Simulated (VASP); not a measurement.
Wanted: the native input for a VASP 6.6.1 run.

* Task: single point
* Functional: HSE06
* Potentials or basis: VASP PAW PBE potentials, release 64 (Na_pv, F)
* Cutoff: 520 eV
* k mesh: 6 × 6 × 6
* Occupations: gaussian, width 0.01 eV
* Spin: no spin polarisation
* Dipole correction: no
* Grid for exact exchange (PRECFOCK): Normal
* Further INCAR settings: ALGO = Normal; EDIFF = 1e-07; NBANDS = 14
* Share of exact exchange: 0.25
* Screening parameter: 0.2079 1/Å

Crystal: NaF.

```
Na F
1.0
     0.00000    2.32014    2.28875
     2.32014    0.00000    2.28875
     2.32014    2.32014    0.00000
Na F
1 1
Direct
  0.00000 0.00000 0.00000
  0.50000 0.50000 0.50000
```

This cell differs from its parent crystal: epitaxial xy strain +1.0%.

The input as run:

POSCAR

```
NaF
1.0
    0.0000000000      2.3201397650      2.2887504660
    2.3201397650      0.0000000000      2.2887504660
    2.3201397650      2.3201397650      0.0000000000
Na F
1 1
Direct
    0.0000000000      0.0000000000      0.0000000000
    0.5000000000      0.5000000000      0.5000000000
```

INCAR.step1

```
SYSTEM = NaF
ALGO = Normal
EDIFF = 1E-5
ENCUT = 520
GGA = PE
ISIF = 2
ISMEAR = 0
LASPH = .TRUE.
LCHARG = .FALSE.
LREAL = .FALSE.
LWAVE = .TRUE.
NBANDS = 14
NELM = 60
PREC = Accurate
SIGMA = 0.01
```

INCAR.step2

```
SYSTEM = NaF
ALGO = Normal
EDIFF = 1E-7
ENCUT = 520
GGA = PE
HFSCREEN = 0.2079
ISIF = 2
ISMEAR = 0
ISTART = 1
LASPH = .TRUE.
LCHARG = .FALSE.
LHFCALC = .TRUE.
LREAL = .FALSE.
LWAVE = .FALSE.
NBANDS = 14
NELM = 60
PREC = Accurate
PRECFOCK = Normal
SIGMA = 0.01
```

KPOINTS

```
k-points
0
G
  6 6 6
  0 0 0
```

Potentials or basis: VASP PAW PBE potentials, release 64 (Na_pv, F).

Run with:

```console
$ cat potpaw_PBE.64/Na_pv/POTCAR potpaw_PBE.64/F/POTCAR > POTCAR
$ cp INCAR.step1 INCAR
$ mpirun -np 1 vasp_std > vasp.out
$ cp INCAR.step2 INCAR
$ mpirun -np 1 vasp_std > vasp.out
```

It gave:

* Pressure: 0.8 GPa
* Band gap on the k mesh: 8.50 eV

Caveat: the cell differs from its parent crystal (epitaxial xy strain +1.0%); the PAW data sets were made with another functional, which shifts forces and pressure a little.

Wall time 12 min on 1 thread of Intel(R) Xeon(R) 6975P-C (Granite Rapids) (shared host), peak memory 0.24 GiB.
